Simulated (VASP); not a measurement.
# Mn (Im-3m) in VASP: notebook

Runs on Mn. Level: r2SCAN. Tasks: single point, relaxation of cell and atoms.

All numbers are computed with VASP 6.6.1; they aren't measurements. Logs are shortened: lines on timing, memory, paths and dates and some standing lists are left out, and cuts for length are marked.

**1. The cell of the first run**

Symmetry: Im-3m, No. 229, cubic system. Conventional cell: a = 2.761 Å, b = 2.761 Å, c = 2.761 Å, α = 90.00°, β = 90.00°, γ = 90.00°. Mn (site symmetry m-3m) has 14 Mn at 2.39 to 2.76 Å within 3.2 Å.

This isn't the form of Mn at room conditions, which is a 58-atom cubic cell.

**2. Single point, r2SCAN**

POSCAR reads:

```
Mn
1.0
   -1.3802885588      1.3802885588      1.3802885588
    1.3802885588     -1.3802885588      1.3802885588
    1.3802885588      1.3802885588     -1.3802885588
Mn
1
Direct
    0.0000000000      0.0000000000      0.0000000000
```

INCAR.step1 reads:

```
ALGO     = Normal         # electronic algorithm
EDIFF    = 1E-4           # SCF threshold, eV
ENCUT    = 520            # plane-wave cutoff, eV
GGA      = PE             # functional
ISMEAR   = -1             # smearing method
LASPH    = True           # aspherical terms in the spheres
LCHARG   = False          # write CHGCAR
LREAL    = False          # projectors in reciprocal space
LWAVE    = True           # write WAVECAR
NBANDS   = 12             # bands
NELM     = 80             # most SCF steps
PREC     = Accurate       # precision mode
SIGMA    = 0.1            # smearing width, eV
```

INCAR.step2 reads:

```
ALGO     = Normal         # electronic algorithm
EDIFF    = 1E-6           # SCF threshold, eV
ENCUT    = 520            # plane-wave cutoff, eV
ISIF     = 2              # what is computed and relaxed
ISMEAR   = -1             # smearing method
ISTART   = 1            
LASPH    = True           # aspherical terms in the spheres
LCHARG   = True           # write CHGCAR
LELF     = True           # ELF
LMIXTAU  = True         
LREAL    = False          # projectors in reciprocal space
LVHAR    = True         
LWAVE    = False          # write WAVECAR
METAGGA  = R2SCAN         # meta-GGA
NBANDS   = 12             # bands
NELM     = 80             # most SCF steps
PREC     = Accurate       # precision mode
SIGMA    = 0.1            # smearing width, eV
```

KPOINTS reads:

```
k-points
0
Gamma
  26 26 26
```

Potentials or basis: VASP PAW PBE potentials, release 64 (Mn_pv).

Run with:

```
$ cat potpaw_PBE.64/Mn_pv/POTCAR > POTCAR
$ cp INCAR.step1 INCAR
$ mpirun -np 1 vasp_std > vasp.out
$ cp INCAR.step2 INCAR
$ mpirun -np 1 vasp_std > vasp.out
```

OUTCAR:

```text
EDIFF = 1E-6
   ENCUT = 520
   ISIF = 2
   ISMEAR = -1
   ISTART = 1
   LASPH = True
   LREAL = False
   METAGGA = R2SCAN
   NELM = 80
   PREC = Accurate

 ion  position               nearest neighbor table
   1  0.000  0.000  0.000-

  LATTYP: Found a body centered cubic cell.
 ALAT       =     2.7605771176

  Lattice vectors:

 A1 = (  -1.3802885588,   1.3802885588,   1.3802885588)
 A2 = (   1.3802885588,  -1.3802885588,   1.3802885588)
 A3 = (   1.3802885588,   1.3802885588,  -1.3802885588)

Analysis of symmetry for initial positions (statically):
=====================================================================
 Subroutine PRICEL returns:
 Original cell was already a primitive cell.

 Routine SETGRP: Setting up the symmetry group for a
 body centered cubic supercell.

 Subroutine GETGRP returns: Found 48 space group operations
 (whereof 48 operations were pure point group operations)
 out of a pool of 48 trial point group operations.

The static configuration has the point symmetry O_h .

Analysis of symmetry for dynamics (positions and initial velocities):
=====================================================================
 Subroutine PRICEL returns:
 Original cell was already a primitive cell.

 Routine SETGRP: Setting up the symmetry group for a
 body centered cubic supercell.

 Subroutine GETGRP returns: Found 48 space group operations
 (whereof 48 operations were pure point group operations)
 out of a pool of 48 trial point group operations.

The dynamic configuration has the point symmetry O_h .

 Subroutine INISYM returns: Found 48 space group operations
 (whereof 48 operations are pure point group operations),
 and found     1 'primitive' translations

----------------------------------------------------------------------------------------

                                     Primitive cell

  volume of cell :      10.5189

  direct lattice vectors                    reciprocal lattice vectors
    -1.380288559  1.380288559  1.380288559     0.000000000  0.362243095  0.362243095
     1.380288559 -1.380288559  1.380288559     0.362243095  0.000000000  0.362243095
     1.380288559  1.380288559 -1.380288559     0.362243095  0.362243095  0.000000000

  length of vectors
     2.390729913  2.390729913  2.390729913     0.512289098  0.512289098  0.512289098

  position of ions in fractional coordinates (direct lattice)
     0.000000000  0.000000000  0.000000000

  ion indices of the primitive-cell ions
   primitive index   ion index
                 1           1

----------------------------------------------------------------------------------------

 KPOINTS: k-points

Automatic generation of k-mesh.
 Grid dimensions read from file:
 generate k-points for:   26   26   26

 Generating k-lattice:

  Cartesian coordinates                     Fractional coordinates (reciprocal lattice)
     0.000000000  0.013932427  0.013932427     0.038461538  0.000000000  0.000000000
     0.013932427  0.000000000  0.013932427     0.000000000  0.038461538  0.000000000
     0.013932427  0.013932427  0.000000000     0.000000000  0.000000000  0.038461538

  Length of vectors
     0.019703427  0.019703427  0.019703427

  Shift w.r.t. Gamma in fractional coordinates (k-lattice)
     0.000000000  0.000000000  0.000000000

 Subroutine IBZKPT returns following result:
 ===========================================

 Found    511 irreducible k-points:

 Following reciprocal coordinates:
            Coordinates               Weight
  0.000000  0.000000  0.000000      1.000000
  0.038462  0.000000  0.000000     12.000000
  0.076923  0.000000  0.000000     12.000000
  0.115385  0.000000  0.000000     12.000000
  0.153846  0.000000  0.000000     12.000000
  0.192308  0.000000  0.000000     12.000000
[... 16 lines left out ...]
  0.346154  0.038462  0.000000     48.000000
  0.384615  0.038462 -0.000000     48.000000
 [... further k-points ...]
   k-points           NKPTS =    511   k-points in BZ     NKDIM =    511   number of bands    NBANDS=     12
   number of dos      NEDOS =    301   number of ions     NIONS =      1
   total plane-waves  NPLWV =   5832
   dimension x,y,z NGX =    18 NGY =   18 NGZ =   18
   dimension x,y,z NGXF=    36 NGYF=   36 NGZF=   36
   ions per type =               1
   NGX,Y,Z   is equivalent  to a cutoff of  12.52, 12.52, 12.52 a.u.
   NGXF,Y,Z  is equivalent  to a cutoff of  25.03, 25.03, 25.03 a.u.
 SYSTEM =  unknown system
   PREC   = accura    normal or accurate (medium, high low for compatibility)
   ISTART =      1    job   : 0-new  1-cont  2-samecut
   ICHARG =      0    charge: 1-file 2-atom 10-const
   ISPIN  =      1    spin polarized calculation?
   LNONCOLLINEAR =      F non collinear calculations
   LSORBIT =      F    spin-orbit coupling
   LASPH  =      T    aspherical Exc in radial PAW
   ENCUT  =  520.0 eV  38.22 Ry    6.18 a.u.   4.45  4.45  4.45*2*pi/ulx,y,z
   NELM   =     80;   NELMIN=  2; NELMDL=  0     # of ELM steps
   EDIFF  = 0.1E-05   stopping-criterion for ELM
   LREAL  =      F    real-space projection
   EDIFFG = 0.1E-04   stopping-criterion for IOM
   NSW    =      0    number of steps for IOM
   IBRION =     -1    ionic relax: 0-MD 1-quasi-New 2-CG
   NFREE  =      0    steps in history (QN), initial steepest desc. (CG)
   ISIF   =      2    stress and relaxation
   ISYM   =      2    0-nonsym 1-usesym 2-fastsym
   POTIM  = 0.5000    time-step for ionic-motion
   TEBEG  =    0.0;   TEEND  =   0.0 temperature during run
   PSTRESS=    0.0 pullay stress
   NELECT =      13.0000    total number of electrons
   NUPDOWN=      -1.0000    fix difference up-down
   EMIN   =  10.00;   EMAX   =-10.00  energy-range for DOS
   EFERMI =   0.00;   METHOD = LEGACY
   ISMEAR =    -1;   SIGMA  =   0.10  broadening in eV -4-tet -1-fermi 0-gaus
   EFERMI_NEDOS =   21; number of points for ismear=-14 and -15
   IALGO  =     38    algorithm
   IMIX   =      4    mixing-type and parameters
     AMIX     =   0.40;   BMIX     =  1.00
     AMIX_MAG =   1.60;   BMIX_MAG =  1.00
  volume/ion in A,a.u.               =      10.52        70.98
  Fermi-wavevector in a.u.,A,eV,Ry     =   1.756842  3.319950 41.994302  3.086494
  Thomas-Fermi vector in A             =   2.826313
   LORBIT       =      0    0 simple, 1 ext, 2 COOP (PROOUT), +10 PAW based schemes
   METAGGA = R2SCAN    functional components
   LHFCALC =     F    Hartree Fock is set to
   AEXX    =    0.0000 exact exchange contribution
   IVDW    =     0    specifies the selected vdW correction
   LEPSILON=     F    determine dielectric tensor
   LRPA    =     F    only Hartree local field effects (RPA)
 non-spin polarized calculation
  energy-cutoff  :      520.00
  volume of cell :       10.52
 maximum number of plane-waves:       321
 NGX is ok and might be reduce to    18
   NGX =  9   NGY =  9   NGZ =  9

 number of electron      12.9999980 magnetization

 Free energy of the ion-electron system (eV)
  ---------------------------------------------------
  ext. energy  EPLUGINS =         0.00000000
  ---------------------------------------------------
  free energy    TOTEN  =       -14.25626622 eV

  energy without entropy =      -14.19627952  energy(sigma->0) =      -14.22627287

 E-fermi :  11.0961     XC(G=0): -15.5577

 val. band max:       11.0957716625   @ k =  -0.3846   0.4615   0.0769
 cond. band min:      11.0985942326   @ k =  -0.3846   0.3846   0.3462
 fundamental gap:      0.0028225701
 Fermi energy:        11.0960652515

 k-point     1 :       0.0000    0.0000    0.0000
  band No.  band energies     occupation
      1     -38.7391      2.00000
      2     -38.7390      2.00000
      3     -38.7390      2.00000
      4       1.7545      2.00000
      5       9.2762      2.00000
      6       9.2764      2.00000
      7       9.2764      2.00000
      8      11.6015      0.01268
      9      11.6015      0.01268
     10      35.7860      0.00000
     11      35.7862      0.00000
     12      35.7862      0.00000

 k-point     2 :       0.0385    0.0000    0.0000
  band No.  band energies     occupation
      1     -38.7520      2.00000
      2     -38.7430      2.00000
      3     -38.7391      2.00000
      4       1.8256      2.00000
      5       9.2510      2.00000
      6       9.2729      2.00000
      7       9.3210      2.00000
      8      11.5725      0.01691
      9      11.6032      0.01248
     10      35.5628      0.00000
     11      35.7571      0.00000
     12      35.8210      0.00000

 k-point     3 :       0.0769    0.0000    0.0000
  band No.  band energies     occupation
      1     -38.7898      2.00000
      2     -38.7548      2.00000
      3     -38.7393      2.00000
      4       2.0361      2.00000
      5       9.1769      2.00000
      6       9.2597      2.00000
      7       9.4537      2.00000
      8      11.4939      0.03676
      9      11.6085      0.01183
     10      34.9294      0.00000
     11      35.6417      0.00000
     12      35.9209      0.00000

 k-point     4 :       0.1154    0.0000    0.0000
  band No.  band energies     occupation
      1     -38.8502      2.00000
      2     -38.7735      2.00000
      3     -38.7396      2.00000
      4       2.3783      2.00000
      5       9.0597      2.00000
      6       9.2289      2.00000
      7       9.6699      2.00000
      8      11.3887      0.10176
      9      11.6186      0.01070
     10      33.9603      0.00000
     11      35.3713      0.00000
     12      36.0740      0.00000

 k-point     5 :       0.1538    0.0000    0.0000
  band No.  band energies     occupation
      1     -38.9291      2.00000
      2     -38.7981      2.00000
      3     -38.7400      2.00000
      4       2.8373      2.00000
      5       8.9082      2.00000
      6       9.1731      2.00000
      7       9.9622      1.99998
      8      11.2888      0.25420
      9      11.6347      0.00911
     10      32.7236      0.00000
     11      34.8912      0.00000
     12      36.2636      0.00000
[... 228 lines left out ...]
      1     -39.2770      2.00000
      2     -38.9082      2.00000
      3     -38.7467      2.00000
      4       4.9133      2.00000
      5       8.2700      2.00000
      6       9.0290      2.00000
      7      11.2326      0.40668
      8      11.4602      0.05109
      9      11.7784      0.00217
     10      27.2432      0.00000
     11      32.0446      0.00000
     12      36.6562      0.00000

 k-point    22 :       0.3077    0.0385   -0.0000
  band No.  band energies     occupation
      1     -39.3699      2.00000
      2     -38.9393      2.00000
      3     -38.7473      2.00000
      4       5.3490      2.00000
      5       8.1018      2.00000
      6       9.2780      2.00000
      7      11.3076      0.21517
      8      11.8166      0.00148
      9      11.9260      0.00050
     10      25.6073      0.00000
     11      31.3395      0.00000
     12      36.0037      0.00000

 k-point    23 :       0.3462    0.0385    0.0000
  band No.  band energies     occupation
      1     -39.4510      2.00000
      2     -38.9667      2.00000
      3     -38.7479      2.00000
      4       5.6062      2.00000
      5       7.9572      2.00000
      6       9.7387      2.00000
      7      11.3897      0.10076
      8      11.8757      0.00082
      9      12.3520      0.00001
     10      24.0612      0.00000
     11      30.7353      0.00000
     12      35.1903      0.00000

 k-point    24 :       0.3846    0.0385   -0.0000
  band No.  band energies     occupation
      1     -39.5160      2.00000
      2     -38.9886      2.00000
      3     -38.7483      2.00000
      4       5.7160      2.00000
      5       7.8428      2.00000
      6      10.3204      1.99914
      7      11.4617      0.05035
      8      11.9400      0.00043
      9      12.7312      0.00000
     10      22.6899      0.00000
     11      30.2594      0.00000
     12      34.4936      0.00000

 [... further k-points ...]

------------------------ aborting loop because EDIFF is reached ----------------------------------------

  FORCE on cell =-STRESS in cart. coord.  units (eV):
  Direction    XX          YY          ZZ          XY          YZ          ZX
  --------------------------------------------------------------------------------------
  -------------------------------------------------------------------------------------
  Total        0.0162690      0.0162690      0.0162690      0.0000000     -0.0000000      0.0000000
  in kB        2.4779990      2.4779990      2.4779990      0.0000000     -0.0000000      0.0000000
  external PRESSURE =       2.4779990 kB  Pullay stress =       0.0000000 kB

 VOLUME and BASIS-vectors are now :
 -----------------------------------------------------------------------------
  energy-cutoff  :      520.00
  volume of cell :       10.52
      direct lattice vectors                 reciprocal lattice vectors
    -1.380288559  1.380288559  1.380288559     0.000000000  0.362243095  0.362243095
     1.380288559 -1.380288559  1.380288559     0.362243095  0.000000000  0.362243095
     1.380288559  1.380288559 -1.380288559     0.362243095  0.362243095  0.000000000

 POSITION                                       TOTAL-FORCE (eV/Angst)
 -----------------------------------------------------------------------------------
      0.00000      0.00000      0.00000         0.000000     -0.000000     -0.000000
 -----------------------------------------------------------------------------------
    total drift:                                0.000000      0.000000      0.000000

  FREE ENERGIE OF THE ION-ELECTRON SYSTEM (eV)
  ---------------------------------------------------
  free  energy   TOTEN  =       -14.2562662190 eV

  energy  without entropy=      -14.1962795240  energy(sigma->0) =      -14.22627287
```

Run time: 4.9 min. Hardware: 1 thread of Intel Xeon 8259CL, shared host; peak memory 0.18 GiB.

What came out:

```yaml
Free_energy: -14.2563 eV
Pressure: 0.2 GPa
Band_gap_on_the_k_mesh: zero (an odd number of electrons rules out a gap without spin polarisation)
```

Caveat: the PAW data sets were made with another functional, which shifts forces and pressure a little; the run has no spin polarisation, though such a crystal can be magnetic.

**3. Relaxation of cell and atoms, r2SCAN**

This run uses another cell than the first one, of 11.75 Å³/atom.

POSCAR reads:

```
Mn
1.0
   -1.4321439648      1.4321439648      1.4321439648
    1.4321439648     -1.4321439648      1.4321439648
    1.4321439648      1.4321439648     -1.4321439648
Mn
1
Direct
    0.0000000000      0.0000000000      0.0000000000
```

INCAR.step1 reads:

```
PREC     = Accurate       # precision mode
ENCUT    = 600            # plane-wave cutoff, eV
ISMEAR   = -1             # smearing method
SIGMA    = 0.1            # smearing width, eV
LREAL    = False          # projectors in reciprocal space
LASPH    = True           # aspherical terms in the spheres
NELM     = 80             # most SCF steps
GGA      = PE             # functional
ALGO     = Normal         # electronic algorithm
EDIFF    = 1E-4           # SCF threshold, eV
LWAVE    = True           # write WAVECAR
LCHARG   = False          # write CHGCAR
```

INCAR.step2 reads:

```
PREC     = Accurate       # precision mode
ENCUT    = 600            # plane-wave cutoff, eV
EDIFF    = 1E-7           # SCF threshold, eV
ISMEAR   = -1             # smearing method
SIGMA    = 0.1            # smearing width, eV
LREAL    = False          # projectors in reciprocal space
LASPH    = True           # aspherical terms in the spheres
NELM     = 80             # most SCF steps
ALGO     = Normal         # electronic algorithm
ISIF     = 3              # what is computed and relaxed
LWAVE    = False          # write WAVECAR
LCHARG   = False          # write CHGCAR
METAGGA  = R2SCAN         # meta-GGA
LMIXTAU  = True         
IBRION   = 2              # ionic algorithm
NSW      = 80             # ionic steps
EDIFFG   = -0.01          # ionic threshold
ISTART   = 1
```

KPOINTS reads:

```
Automatic mesh
0
Gamma
  15 15 15
```

Potentials or basis: VASP PAW PBE potentials, release 64 (Mn_pv).

Run with:

```
$ cat potpaw_PBE.64/Mn_pv/POTCAR > POTCAR
$ cp INCAR.step1 INCAR
$ mpirun -np 1 vasp_std > vasp.out
$ cp INCAR.step2 INCAR
$ mpirun -np 1 vasp_std > vasp.out
```

Run time: 7.2 min. Hardware: 1 thread of Intel Xeon 8259CL, shared host; peak memory 0.16 GiB.

The run converged. Its results:

```
Free energy                           : -14.2582 eV
Relaxed volume                        : 10.52 Å³/atom
Relaxed cell                          : a = 2.391 Å, b = 2.391 Å, c = 2.391 Å, α = 109.47°, β = 109.47°, γ = 109.47°
Space group after relaxing (to 0.1 Å) : Im-3m (No. 229)
Energy gained by relaxing             : 111.2 meV/atom
Ionic steps                           : 7
Pressure after relaxing               : -0.1 GPa
Band gap on the k mesh                : zero (an odd number of electrons rules out a gap without spin polarisation)
```

The path:
| step | energy change (eV) | largest force (eV/Å) | pressure (GPa) | volume (Å³) |
| --- | --- | --- | --- | --- |
| 1 | 0.0000 | 0.0000 | -26.09 | 11.75 |
| 2 | 0.2637 | 0.0000 | 81.44 | 8.79 |
| 3 | -0.1109 | 0.0000 | -1.87 | 10.58 |
| 4 | -0.1112 | 0.0000 | -0.42 | 10.53 |
| 5 | -0.1112 | 0.0000 | 0.26 | 10.51 |
| 6 | -0.1112 | 0.0000 | -0.42 | 10.53 |
| 7 | -0.1112 | 0.0000 | -0.09 | 10.52 |

Final structure:
```
Mn
1.0
    -1.38034    1.38034    1.38034
     1.38034   -1.38034    1.38034
     1.38034    1.38034   -1.38034
Mn
1
Direct
  0.00000 0.00000 0.00000
```

Levels at points of the mesh, in eV from the Fermi level:
```csv
k point,band 2,band 3,band 4,band 5,band 6,band 7,band 8,band 9,band 10
"(0.00, 0.00, 0.00)",-49.83,-49.83,-9.34,-1.82,-1.82,-1.82,0.51,0.51,24.69
```

Caveat: the PAW data sets were made with another functional, which shifts forces and pressure a little; the run has no spin polarisation, though such a crystal can be magnetic. Spin polarisation is off, so any magnetic state and its effect on volume and gap are missing.

(Continued in part 2 of 2.)

The gap in the log of VASP goes by the Fermi energy; the results here count the filled bands.